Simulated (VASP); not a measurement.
# InSe (C2/m) in VASP: settings compared, part 2 of 2

VASP 6.6.1. The steps go on from the part before.

### Step 4. Single point, PBEsol

The input, INCAR:

```
SYSTEM = InSe
ALGO     = Normal         ! electronic algorithm
EDIFF    = 1E-6           ! SCF threshold, eV
ENCUT    = 500            ! plane-wave cutoff, eV
GGA      = PS             ! functional
GGA_COMPAT= .False.      
ISIF     = 2              ! what is computed and relaxed
ISMEAR   = 0              ! smearing method
LASPH    = .True.         ! aspherical terms in the spheres
LCHARG   = .False.        ! write CHGCAR
LREAL    = .False.        ! projectors in reciprocal space
LWAVE    = .False.        ! write WAVECAR
NBANDS   = 27             ! bands
NELM     = 120            ! most SCF steps
PREC     = Accurate       ! precision mode
SIGMA    = 0.01           ! smearing width, eV
```

The input, KPOINTS:

```
k-points
0
Gamma
  6 6 6
  0 0 0
```

The input, POSCAR:

```
InSe
1.0
    5.8679031300     -2.0550000000      0.0000000000
    5.8679031300      2.0550000000      0.0000000000
   -1.5994149700      0.0000000000      4.3236525900
In Se
2 2
Direct
    0.8840000000      0.8840000000      0.0050000000
    0.1160000000      0.1160000000      0.9950000000
    0.6600000000      0.6600000000      0.6420000000
    0.3400000000      0.3400000000      0.3580000000
```

Potentials or basis: VASP PAW PBE potentials, release 64 (In_d, Se).

Command:

```bash
$ cat potpaw_PBE.64/In_d/POTCAR potpaw_PBE.64/Se/POTCAR > POTCAR
$ mpirun -np 1 vasp_std > vasp.out
```

OUTCAR:

```text
SYSTEM = InSe
   EDIFF = 1E-6
   ENCUT = 500
   GGA = PS
   ISIF = 2
   ISMEAR = 0
   LASPH = .True.
   LREAL = .False.
   NELM = 120
   PREC = Accurate

 ion  position               nearest neighbor table
   1  0.884  0.884  0.005-   3 2.58   2 2.74   4 2.78   4 2.78   2 3.74   2 3.74
   2  0.116  0.116  0.995-   4 2.58   1 2.74   3 2.78   3 2.78   1 3.74   1 3.74
   3  0.660  0.660  0.642-   1 2.58   2 2.78   2 2.78
   4  0.340  0.340  0.358-   2 2.58   1 2.78   1 2.78

  LATTYP: Found a base centered monoclinic cell.
 ALAT       =    11.7358062600
 B/A-ratio  =     0.3502102803
 C/A-ratio  =     0.3928149370
 COS(beta)  =    -0.3469446792

  Lattice vectors:

 A1 = (   5.8679031300,  -2.0550000000,   0.0000000000)
 A2 = (   5.8679031300,   2.0550000000,   0.0000000000)
 A3 = (  -1.5994149700,   0.0000000000,   4.3236525900)

Analysis of symmetry for initial positions (statically):
=====================================================================
 Subroutine PRICEL returns:
 Original cell was already a primitive cell.

 Routine SETGRP: Setting up the symmetry group for a
 base centered monoclinic supercell.

 Subroutine GETGRP returns: Found  4 space group operations
 (whereof  4 operations were pure point group operations)
 out of a pool of  4 trial point group operations.

The static configuration has the point symmetry C_2h.

Analysis of symmetry for dynamics (positions and initial velocities):
=====================================================================
 Subroutine PRICEL returns:
 Original cell was already a primitive cell.

 Routine SETGRP: Setting up the symmetry group for a
 base centered monoclinic supercell.

 Subroutine GETGRP returns: Found  4 space group operations
 (whereof  4 operations were pure point group operations)
 out of a pool of  4 trial point group operations.

The dynamic configuration has the point symmetry C_2h.

 Subroutine INISYM returns: Found  4 space group operations
 (whereof  4 operations are pure point group operations),
 and found     1 'primitive' translations

----------------------------------------------------------------------------------------

                                     Primitive cell

  volume of cell :     104.2739

  direct lattice vectors                    reciprocal lattice vectors
     5.867903130 -2.055000000  0.000000000     0.085209314 -0.243309002  0.031520815
     5.867903130  2.055000000  0.000000000     0.085209314  0.243309002  0.031520815
    -1.599414970  0.000000000  4.323652590     0.000000000  0.000000000  0.231285928

  length of vectors
     6.217339635  6.217339635  4.609999996     0.259718039  0.259718039  0.231285928

  position of ions in fractional coordinates (direct lattice)
     0.884000000  0.884000000  0.005000000
     0.116000000  0.116000000  0.995000000
     0.660000000  0.660000000  0.642000000
     0.340000000  0.340000000  0.358000000

  ion indices of the primitive-cell ions
   primitive index   ion index
                 1           1
                 2           2
                 3           3
                 4           4

----------------------------------------------------------------------------------------

 KPOINTS: k-points

Automatic generation of k-mesh.
 Grid dimensions read from file:
 generate k-points for:    6    6    6

 Generating k-lattice:

  Cartesian coordinates                     Fractional coordinates (reciprocal lattice)
     0.014201552 -0.040551500  0.005253469     0.166666667  0.000000000 -0.000000000
     0.014201552  0.040551500  0.005253469     0.000000000  0.166666667 -0.000000000
     0.000000000  0.000000000  0.038547655     0.000000000  0.000000000  0.166666667

  Length of vectors
     0.043286340  0.043286340  0.038547655

  Shift w.r.t. Gamma in fractional coordinates (k-lattice)
     0.000000000  0.000000000  0.000000000

 Subroutine IBZKPT returns following result:
 ===========================================

 Found     68 irreducible k-points:

 Following reciprocal coordinates:
            Coordinates               Weight
  0.000000  0.000000  0.000000      1.000000
  0.166667  0.000000  0.000000      4.000000
  0.333333 -0.000000 -0.000000      4.000000
  0.500000  0.000000 -0.000000      2.000000
  0.166667  0.166667  0.000000      2.000000
  0.333333  0.166667  0.000000      4.000000
[... 16 lines left out ...]
 -0.333333  0.166667  0.166667      4.000000
 -0.166667  0.166667  0.166667      4.000000
 [... further k-points ...]
   k-points           NKPTS =     68   k-points in BZ     NKDIM =     68   number of bands    NBANDS=     27
   number of dos      NEDOS =    301   number of ions     NIONS =      4
   total plane-waves  NPLWV =  82944
   dimension x,y,z NGX =    48 NGY =   48 NGZ =   36
   dimension x,y,z NGXF=    96 NGYF=   96 NGZF=   72
   ions per type =               2   2
   NGX,Y,Z   is equivalent  to a cutoff of  12.83, 12.83, 12.98 a.u.
   NGXF,Y,Z  is equivalent  to a cutoff of  25.67, 25.67, 25.96 a.u.
 SYSTEM =  InSe
   PREC   = accura    normal or accurate (medium, high low for compatibility)
   ISTART =      0    job   : 0-new  1-cont  2-samecut
   ICHARG =      2    charge: 1-file 2-atom 10-const
   ISPIN  =      1    spin polarized calculation?
   LNONCOLLINEAR =      F non collinear calculations
   LSORBIT =      F    spin-orbit coupling
   LASPH  =      T    aspherical Exc in radial PAW
   ENCUT  =  500.0 eV  36.75 Ry    6.06 a.u.  11.34 11.34  8.41*2*pi/ulx,y,z
   NELM   =    120;   NELMIN=  2; NELMDL= -5     # of ELM steps
   EDIFF  = 0.1E-05   stopping-criterion for ELM
   LREAL  =      F    real-space projection
   EDIFFG = 0.1E-04   stopping-criterion for IOM
   NSW    =      0    number of steps for IOM
   IBRION =     -1    ionic relax: 0-MD 1-quasi-New 2-CG
   NFREE  =      0    steps in history (QN), initial steepest desc. (CG)
   ISIF   =      2    stress and relaxation
   ISYM   =      2    0-nonsym 1-usesym 2-fastsym
   POTIM  = 0.5000    time-step for ionic-motion
   TEBEG  =    0.0;   TEEND  =   0.0 temperature during run
   PSTRESS=    0.0 pullay stress
   NELECT =      38.0000    total number of electrons
   NUPDOWN=      -1.0000    fix difference up-down
   EMIN   =  10.00;   EMAX   =-10.00  energy-range for DOS
   EFERMI =   0.00;   METHOD = LEGACY
   ISMEAR =     0;   SIGMA  =   0.01  broadening in eV -4-tet -1-fermi 0-gaus
   EFERMI_NEDOS =   21; number of points for ismear=-14 and -15
   IALGO  =     38    algorithm
   IMIX   =      4    mixing-type and parameters
     AMIX     =   0.40;   BMIX     =  1.00
     AMIX_MAG =   1.60;   BMIX_MAG =  1.00
  volume/ion in A,a.u.               =      26.07       175.92
  Fermi-wavevector in a.u.,A,eV,Ry     =   1.169349  2.209749 18.604297  1.367377
  Thomas-Fermi vector in A             =   2.305823
   LORBIT       =      0    0 simple, 1 ext, 2 COOP (PROOUT), +10 PAW based schemes
   GGA     = PS    functional components
   LHFCALC =     F    Hartree Fock is set to
   AEXX    =    0.0000 exact exchange contribution
   IVDW    =     0    specifies the selected vdW correction
   LEPSILON=     F    determine dielectric tensor
   LRPA    =     F    only Hartree local field effects (RPA)
 non-spin polarized calculation
 Gauss-broadening in eV      SIGMA  =   0.01
  energy-cutoff  :      500.00
  volume of cell :      104.27
 maximum number of plane-waves:      2679
 NGX is ok and might be reduce to    48
   NGX = 23   NGY = 23   NGZ = 17

 number of electron      38.0000002 magnetization

 Free energy of the ion-electron system (eV)
  ---------------------------------------------------
  ext. energy  EPLUGINS =         0.00000000
  ---------------------------------------------------
  free energy    TOTEN  =       -15.45411816 eV

  energy without entropy =      -15.45411816  energy(sigma->0) =      -15.45411816

 E-fermi :   4.7862     XC(G=0):  -9.7652

 val. band max:        4.7376985842   @ k =  -0.3333  -0.3333   0.3333
 cond. band min:       5.7851749623   @ k =   0.5000   0.5000  -0.0000
 fundamental gap:      1.0474763781
 Fermi energy:         4.7861548019

 k-point     1 :       0.0000    0.0000    0.0000
  band No.  band energies     occupation
      1      -9.8508      2.00000
      2      -9.8053      2.00000
      3      -9.5009      2.00000
      4      -9.4842      2.00000
      5      -9.4418      2.00000
      6      -9.4379      2.00000
[... 19 lines left out ...]
     26      11.7752      0.00000
     27      13.3796      0.00000
[... 667 lines left out ...]
      5      -9.4650      2.00000
      6      -9.4386      2.00000
[... 19 lines left out ...]
     26      12.2090      0.00000
     27      12.9359      0.00000

 [... further k-points ...]
[... 5 lines left out ...]
  --------------------------------------------------------------------------------------
  -------------------------------------------------------------------------------------
  Total        1.2509878     -0.9525188     -0.4245941      0.0000000      0.0000000      1.4330233
  in kB       19.2215374    -14.6355347     -6.5239260      0.0000000      0.0000000     22.0185275
  external PRESSURE =      -0.6459744 kB  Pullay stress =       0.0000000 kB

 VOLUME and BASIS-vectors are now :
 -----------------------------------------------------------------------------
  energy-cutoff  :      500.00
  volume of cell :      104.27
      direct lattice vectors                 reciprocal lattice vectors
     5.867903130 -2.055000000  0.000000000     0.085209314 -0.243309002  0.031520815
     5.867903130  2.055000000  0.000000000     0.085209314  0.243309002  0.031520815
    -1.599414970  0.000000000  4.323652590     0.000000000  0.000000000  0.231285928

 POSITION                                       TOTAL-FORCE (eV/Angst)
 -----------------------------------------------------------------------------------
     10.36646      0.00000      0.02162        -0.175165      0.000000      0.514522
     -0.23006      0.00000      4.30203         0.175165      0.000000     -0.514522
      6.71881      0.00000      2.77578        -0.700707      0.000000     -0.033431
      3.41758      0.00000      1.54787         0.700707      0.000000      0.033431
 -----------------------------------------------------------------------------------
    total drift:                               -0.000000     -0.000000      0.000000

  FREE ENERGIE OF THE ION-ELECTRON SYSTEM (eV)
  ---------------------------------------------------
  free  energy   TOTEN  =       -15.4541181594 eV

  energy  without entropy=      -15.4541181594  energy(sigma->0) =      -15.45411816
```

Run time: 1.7 min. Hardware: 1 thread of Intel Xeon 6975P-C (Granite Rapids), shared host; peak memory 0.37 GiB.

Results:

```yaml
Free_energy: -15.4541 eV
Pressure: -0.1 GPa
Largest_force: 0.702 eV/Å
Band_gap_on_the_k_mesh: 1.05 eV, indirect (least direct gap 1.29 eV)
```

Forces on the atoms (eV/Å):
```
In  -0.175  0.000  0.515
In   0.175  0.000 -0.515
Se  -0.701  0.000 -0.033
Se   0.701  0.000  0.033
```

Caveat: the PAW data sets were made with another functional, which shifts forces and pressure a little; spin-orbit coupling is left out, which moves the levels of the heavy elements. PBEsol gaps usually lie below the measured ones, often by a third to a half.

### Step 5. Summary

```tsv
level	potentials or basis	gap on the mesh (eV)	pressure (GPa)	largest force (eV/Å)
LDA	VASP PAW LDA potentials, release 64 (In_d, Se)	0.98	-1.8	0.67
BLYP	VASP PAW PBE potentials, release 64 (In_d, Se)	1.04	6.8	0.90
PBEsol	VASP PAW PBE potentials, release 64 (In_d, Se)	1.05	-0.1	0.70
```

Alike in all rows: task single point; no spin polarisation; cell as given; k mesh 6 × 6 × 6; cutoff (eV) 500; smearing gaussian 0.01 eV.

Caveats: spin-orbit coupling is left out, which moves the levels of the heavy elements; the PAW data sets were made with another functional, which shifts forces and pressure a little (some runs).

Total energies depend on the potentials used, so only differences within one code and one set of settings carry meaning.
